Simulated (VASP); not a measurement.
# CdSe (P6_3mc) in VASP: a series of runs

Runs on CdSe. Level: PBE. Tasks: single point.

Everything below comes from runs of VASP 6.6.1. Logs are shortened: lines on timing, memory, paths and dates and some standing lists are left out, and cuts for length are marked.

## 1. The cell of the first run

Symmetry: P6_3mc, No. 186, hexagonal system. Conventional cell: a = 4.035 Å, b = 4.035 Å, c = 6.753 Å, α = 90.00°, β = 90.00°, γ = 120.00°. Cd (site symmetry 3m) has 4 Se at 2.48 to 2.49 Å within 3.3 Å. Within 3.3 Å of Se (site symmetry 3m) lie 4 Cd at 2.48 to 2.49 Å.

## 2. Single point, PBE (23.81 Å³/atom)

INCAR reads:

```
SYSTEM = CdSe
ALGO = Normal
EDIFF = 1E-7
ENCUT = 520
GGA = PE
ISIF = 2
ISMEAR = 0
LASPH = .True.
LCHARG = .True.
LELF = .True.
LREAL = .False.
LVHAR = .True.
LWAVE = .False.
NBANDS = 26
NELM = 80
PREC = Accurate
SIGMA = 0.05
```

KPOINTS reads:

```
k-points
0
Gamma
  10 10 6
  0 0 0
```

POSCAR reads:

```
CdSe
1.0
    4.0352399460      0.0000000000      0.0000000000
   -2.0176199730      3.4946203036      0.0000000000
    0.0000000000      0.0000000000      6.7525192857
Cd Se
2 2
Direct
    0.3333333333      0.6666666667      0.0085081882
    0.6666666667      0.3333333333      0.5085081882
    0.3333333333      0.6666666667      0.3764918118
    0.6666666667      0.3333333333      0.8764918118
```

Potentials or basis: VASP PAW PBE potentials, release 64 (Cd, Se).

Started as:

```bash
cat potpaw_PBE.64/Cd/POTCAR potpaw_PBE.64/Se/POTCAR > POTCAR
mpirun -np 1 vasp_std > vasp.out
```

OUTCAR:

```text
SYSTEM = CdSe
   EDIFF = 1E-7
   ENCUT = 520
   GGA = PE
   ISIF = 2
   ISMEAR = 0
   LASPH = .True.
   LREAL = .False.
   NELM = 80
   PREC = Accurate

 ion  position               nearest neighbor table
   1  0.333  0.667  0.009-   3 2.48   4 2.49   4 2.49   4 2.49
   2  0.667  0.333  0.509-   4 2.48   3 2.49   3 2.49   3 2.49
   3  0.333  0.667  0.376-   1 2.48   2 2.49   2 2.49   2 2.49
   4  0.667  0.333  0.876-   2 2.48   1 2.49   1 2.49   1 2.49

  LATTYP: Found a hexagonal cell.
 ALAT       =     4.0352399460
 C/A-ratio  =     1.6733873019

  Lattice vectors:

 A1 = (   4.0352399460,   0.0000000000,   0.0000000000)
 A2 = (  -2.0176199730,   3.4946203036,   0.0000000000)
 A3 = (   0.0000000000,   0.0000000000,   6.7525192857)

Analysis of symmetry for initial positions (statically):
=====================================================================
 Subroutine PRICEL returns:
 Original cell was already a primitive cell.

 Routine SETGRP: Setting up the symmetry group for a
 hexagonal supercell.

 Subroutine GETGRP returns: Found 12 space group operations
 (whereof  6 operations were pure point group operations)
 out of a pool of 24 trial point group operations.

The static configuration has the point symmetry C_3v.
 The point group associated with its full space group is C_6v.

Analysis of symmetry for dynamics (positions and initial velocities):
=====================================================================
 Subroutine PRICEL returns:
 Original cell was already a primitive cell.

 Routine SETGRP: Setting up the symmetry group for a
 hexagonal supercell.

 Subroutine GETGRP returns: Found 12 space group operations
 (whereof  6 operations were pure point group operations)
 out of a pool of 24 trial point group operations.

The dynamic configuration has the point symmetry C_3v.
 The point group associated with its full space group is C_6v.

 Subroutine INISYM returns: Found 12 space group operations
 (whereof  6 operations are pure point group operations),
 and found     1 'primitive' translations

----------------------------------------------------------------------------------------

                                     Primitive cell

  volume of cell :      95.2215

  direct lattice vectors                    reciprocal lattice vectors
     4.035239946  0.000000000  0.000000000     0.247816738  0.143077060  0.000000000
    -2.017619973  3.494620304  0.000000000     0.000000000  0.286154121  0.000000000
     0.000000000  0.000000000  6.752519286     0.000000000  0.000000000  0.148092876

  length of vectors
     4.035239946  4.035239946  6.752519286     0.286154121  0.286154121  0.148092876

  position of ions in fractional coordinates (direct lattice)
     0.333333333  0.666666667  0.008508188
     0.666666667  0.333333333  0.508508188
     0.333333333  0.666666667  0.376491812
     0.666666667  0.333333333  0.876491812

  ion indices of the primitive-cell ions
   primitive index   ion index
                 1           1
                 2           2
                 3           3
                 4           4

----------------------------------------------------------------------------------------

 KPOINTS: k-points

Automatic generation of k-mesh.
 Grid dimensions read from file:
 generate k-points for:   10   10    6

 Generating k-lattice:

  Cartesian coordinates                     Fractional coordinates (reciprocal lattice)
     0.024781674  0.014307706  0.000000000     0.100000000 -0.000000000  0.000000000
     0.000000000  0.028615412  0.000000000     0.000000000  0.100000000  0.000000000
     0.000000000  0.000000000  0.024682146     0.000000000  0.000000000  0.166666667

  Length of vectors
     0.028615412  0.028615412  0.024682146

  Shift w.r.t. Gamma in fractional coordinates (k-lattice)
     0.000000000  0.000000000  0.000000000

 Subroutine IBZKPT returns following result:
 ===========================================

 Found     56 irreducible k-points:

 Following reciprocal coordinates:
            Coordinates               Weight
  0.000000  0.000000  0.000000      1.000000
  0.100000  0.000000  0.000000      6.000000
  0.200000  0.000000  0.000000      6.000000
  0.300000  0.000000  0.000000      6.000000
  0.400000  0.000000  0.000000      6.000000
  0.500000  0.000000  0.000000      3.000000
[... 16 lines left out ...]
  0.300000  0.100000  0.166667     24.000000
  0.400000  0.100000  0.166667     24.000000
 [... further k-points ...]
   k-points           NKPTS =     56   k-points in BZ     NKDIM =     56   number of bands    NBANDS=     26
   number of dos      NEDOS =    301   number of ions     NIONS =      4
   total plane-waves  NPLWV =  45000
   dimension x,y,z NGX =    30 NGY =   30 NGZ =   50
   dimension x,y,z NGXF=    60 NGYF=   60 NGZF=  100
   ions per type =               2   2
   NGX,Y,Z   is equivalent  to a cutoff of  12.36, 12.36, 12.31 a.u.
   NGXF,Y,Z  is equivalent  to a cutoff of  24.72, 24.72, 24.62 a.u.
 SYSTEM =  CdSe
   PREC   = accura    normal or accurate (medium, high low for compatibility)
   ISTART =      0    job   : 0-new  1-cont  2-samecut
   ICHARG =      2    charge: 1-file 2-atom 10-const
   ISPIN  =      1    spin polarized calculation?
   LNONCOLLINEAR =      F non collinear calculations
   LSORBIT =      F    spin-orbit coupling
   LASPH  =      T    aspherical Exc in radial PAW
   ENCUT  =  520.0 eV  38.22 Ry    6.18 a.u.   7.50  7.50 12.56*2*pi/ulx,y,z
   NELM   =     80;   NELMIN=  2; NELMDL= -5     # of ELM steps
   EDIFF  = 0.1E-06   stopping-criterion for ELM
   LREAL  =      F    real-space projection
   EDIFFG = 0.1E-05   stopping-criterion for IOM
   NSW    =      0    number of steps for IOM
   IBRION =     -1    ionic relax: 0-MD 1-quasi-New 2-CG
   NFREE  =      0    steps in history (QN), initial steepest desc. (CG)
   ISIF   =      2    stress and relaxation
   ISYM   =      2    0-nonsym 1-usesym 2-fastsym
   POTIM  = 0.5000    time-step for ionic-motion
   TEBEG  =    0.0;   TEEND  =   0.0 temperature during run
   PSTRESS=    0.0 pullay stress
   NELECT =      36.0000    total number of electrons
   NUPDOWN=      -1.0000    fix difference up-down
   EMIN   =  10.00;   EMAX   =-10.00  energy-range for DOS
   EFERMI =   0.00;   METHOD = LEGACY
   ISMEAR =     0;   SIGMA  =   0.05  broadening in eV -4-tet -1-fermi 0-gaus
   EFERMI_NEDOS =   21; number of points for ismear=-14 and -15
   IALGO  =     38    algorithm
   IMIX   =      4    mixing-type and parameters
     AMIX     =   0.40;   BMIX     =  1.00
     AMIX_MAG =   1.60;   BMIX_MAG =  1.00
  volume/ion in A,a.u.               =      23.81       160.65
  Fermi-wavevector in a.u.,A,eV,Ry     =   1.183761  2.236983 19.065701  1.401289
  Thomas-Fermi vector in A             =   2.319989
   LORBIT       =      0    0 simple, 1 ext, 2 COOP (PROOUT), +10 PAW based schemes
   GGA     = PE    functional components
   LHFCALC =     F    Hartree Fock is set to
   AEXX    =    0.0000 exact exchange contribution
   IVDW    =     0    specifies the selected vdW correction
   LEPSILON=     F    determine dielectric tensor
   LRPA    =     F    only Hartree local field effects (RPA)
 non-spin polarized calculation
 Gauss-broadening in eV      SIGMA  =   0.05
  energy-cutoff  :      520.00
  volume of cell :       95.22
 maximum number of plane-waves:      2597
 NGX is ok and might be reduce to    30
   NGX = 15   NGY = 15   NGZ = 25

 number of electron      36.0000009 magnetization

 Free energy of the ion-electron system (eV)
  ---------------------------------------------------
  ext. energy  EPLUGINS =         0.00000000
  ---------------------------------------------------
  free energy    TOTEN  =        -9.92737072 eV

  energy without entropy =       -9.92737072  energy(sigma->0) =       -9.92737072

 E-fermi :   2.7577     XC(G=0):  -9.6691

 val. band max:        2.4817856643   @ k =   0.0000   0.0000   0.0000
 cond. band min:       3.4368229236   @ k =   0.0000   0.0000   0.0000
 fundamental gap:      0.9550372593
 Fermi energy:         2.7577178575

 k-point     1 :       0.0000    0.0000    0.0000
  band No.  band energies     occupation
      1     -11.2644      2.00000
      2     -10.7309      2.00000
      3      -6.2593      2.00000
      4      -6.2008      2.00000
      5      -6.2008      2.00000
      6      -6.0896      2.00000
[... 18 lines left out ...]
     25       9.6765      0.00000
     26      10.5785      0.00000

 k-point     2 :       0.1000    0.0000    0.0000
  band No.  band energies     occupation
      1     -11.2188      2.00000
      2     -10.7092      2.00000
      3      -6.2410      2.00000
      4      -6.1848      2.00000
      5      -6.1793      2.00000
      6      -6.0722      2.00000
[... 18 lines left out ...]
     25       9.9680      0.00000
     26      10.3038      0.00000

 k-point     3 :       0.2000    0.0000    0.0000
  band No.  band energies     occupation
      1     -11.0955      2.00000
      2     -10.6547      2.00000
      3      -6.1963      2.00000
      4      -6.1472      2.00000
      5      -6.1099      2.00000
      6      -6.0126      2.00000
[... 18 lines left out ...]
     25       9.8835      0.00000
     26      10.6185      0.00000

 k-point     4 :       0.3000    0.0000    0.0000
  band No.  band energies     occupation
      1     -10.9326      2.00000
      2     -10.5946      2.00000
      3      -6.1492      2.00000
      4      -6.1112      2.00000
      5      -6.0183      2.00000
      6      -5.9256      2.00000
[... 18 lines left out ...]
     25      10.3585      0.00000
     26      10.9711      0.00000
[... 496 lines left out ...]
      1     -10.9642      2.00000
      2     -10.6376      2.00000
      3      -6.1498      2.00000
      4      -6.1222      2.00000
      5      -6.0317      2.00000
      6      -5.9846      2.00000
[... 18 lines left out ...]
     25      10.4351      0.00000
     26      10.5640      0.00000

 k-point    23 :       0.3000    0.1000    0.1667
  band No.  band energies     occupation
      1     -10.8142      2.00000
      2     -10.5833      2.00000
      3      -6.1171      2.00000
      4      -6.0962      2.00000
      5      -5.9655      2.00000
      6      -5.9073      2.00000
[... 18 lines left out ...]
     25      10.4077      0.00000
     26      11.2006      0.00000

 k-point    24 :       0.4000    0.1000    0.1667
  band No.  band energies     occupation
      1     -10.7087      2.00000
      2     -10.5618      2.00000
      3      -6.1108      2.00000
      4      -6.0758      2.00000
      5      -5.9207      2.00000
      6      -5.8664      2.00000
[... 18 lines left out ...]
     25      10.9556      0.00000
     26      12.2204      0.00000

 [... further k-points ...]

------------------------ aborting loop because EDIFF is reached ----------------------------------------

  FORCE on cell =-STRESS in cart. coord.  units (eV):
  Direction    XX          YY          ZZ          XY          YZ          ZX
  --------------------------------------------------------------------------------------
  -------------------------------------------------------------------------------------
  Total       10.2575731     10.2575731     10.3172547     -0.0000000      0.0000000      0.0000000
  in kB      172.5917410    172.5917410    173.5959314     -0.0000000      0.0000000      0.0000000
  external PRESSURE =     172.9264711 kB  Pullay stress =       0.0000000 kB

 VOLUME and BASIS-vectors are now :
 -----------------------------------------------------------------------------
  energy-cutoff  :      520.00
  volume of cell :       95.22
      direct lattice vectors                 reciprocal lattice vectors
     4.035239946  0.000000000  0.000000000     0.247816738  0.143077060  0.000000000
    -2.017619973  3.494620304  0.000000000     0.000000000  0.286154121  0.000000000
     0.000000000  0.000000000  6.752519286     0.000000000  0.000000000  0.148092876

 POSITION                                       TOTAL-FORCE (eV/Angst)
 -----------------------------------------------------------------------------------
     -0.00000      2.32975      0.05745         0.000000      0.000000     -0.008460
      2.01762      1.16487      3.43371        -0.000000     -0.000000     -0.008460
     -0.00000      2.32975      2.54227         0.000000      0.000000      0.008460
      2.01762      1.16487      5.91853        -0.000000     -0.000000      0.008460
 -----------------------------------------------------------------------------------
    total drift:                               -0.000000      0.000000      0.000093

  FREE ENERGIE OF THE ION-ELECTRON SYSTEM (eV)
  ---------------------------------------------------
  free  energy   TOTEN  =        -9.9273707189 eV

  energy  without entropy=       -9.9273707189  energy(sigma->0) =       -9.92737072
```

Run time: 2.5 min. Hardware: 1 thread of Intel Xeon 8259CL, shared host; peak memory 0.27 GiB.

Results:

* Free energy: -9.9274 eV
* Pressure: 17.3 GPa
* Largest force: 0.008 eV/Å
* Band gap on the k mesh: 0.95 eV

Forces in eV/Å, atoms in the order of the input:
```
Cd   0.000  0.000 -0.008
Cd   0.000  0.000 -0.008
Se   0.000  0.000  0.008
Se   0.000  0.000  0.008
```

Stress tensor (GPa, compression positive):
```
17.26  0.00  0.00
 0.00 17.26  0.00
 0.00  0.00 17.36
```

Levels at points of the mesh, in eV from the valence-band top:
```
           k point  band 15  band 16  band 17  band 18  band 19  band 20  band 21  band 22
(0.00, 0.00, 0.00)    -1.01    -0.20     0.00     0.00     0.96     2.54     5.83     5.89
(0.50, 0.00, 0.00)    -3.59    -2.46    -1.96    -1.00     3.31     3.41     4.50     6.31
(0.00, 0.00, 0.50)    -0.54    -0.54    -0.54    -0.54     2.70     2.70     6.01     6.01
(0.50, 0.00, 0.50)    -1.98    -1.98    -1.79    -1.79     2.81     2.81     4.82     4.82
```

Caveat: the cell stands under pressure.

## 3. Single point, PBE (25.00 Å³/atom)

This run uses another cell than the first one, of 25.00 Å³/atom.

INCAR reads:

```
PREC = Accurate ; ENCUT = 520
EDIFF = 1E-7 ; ISMEAR = 0
SIGMA = 0.05 ; LREAL = False
LASPH = True ; NELM = 60
ALGO = Normal ; ISIF = 2
LWAVE = False ; LCHARG = False
GGA = PE ; NBANDS = 26
```

KPOINTS reads:

```
Automatic mesh
0
Gamma
  10 10 6
```

POSCAR reads:

```
CdSe
1.0
    4.1226942450      0.0000000000      0.0000000000
   -2.0613471225      3.5703579482      0.0000000000
    0.0000000000      0.0000000000      6.7925306456
Cd Se
2 2
Direct
    0.3333333333      0.6666666667      0.0061571954
    0.6666666667      0.3333333333      0.5061571954
    0.3333333333      0.6666666667      0.3788428046
    0.6666666667      0.3333333333      0.8788428046
```

Potentials or basis: VASP PAW PBE potentials, release 64 (Cd, Se).

Started as:

```bash
cat potpaw_PBE.64/Cd/POTCAR potpaw_PBE.64/Se/POTCAR > POTCAR
mpirun -np 1 vasp_std > vasp.out
```

Wall time 2.3 min (1 thread of Intel Xeon 8259CL, shared host); peak memory 0.3 GiB.

Results (log left out):

```yaml
Free_energy: -10.3626 eV
Pressure: 12.2 GPa
Band_gap_on_the_k_mesh: 0.90 eV
```

Levels at points of the mesh, in eV from the valence-band top:
```csv
k point,band 16,band 17,band 18,band 19,band 20,band 21
"(0.00, 0.00, 0.00)",-0.11,0.00,0.00,0.90,2.38,5.86
"(0.50, 0.00, 0.00)",-2.29,-1.72,-0.93,3.30,3.40,4.64
"(0.00, 0.00, 0.50)",-0.50,-0.50,-0.50,2.60,2.60,6.00
"(0.50, 0.00, 0.50)",-1.73,-1.66,-1.66,2.90,2.90,4.84
```

Caveat: the cell stands under pressure.

(Continued in part 2 of 2.)
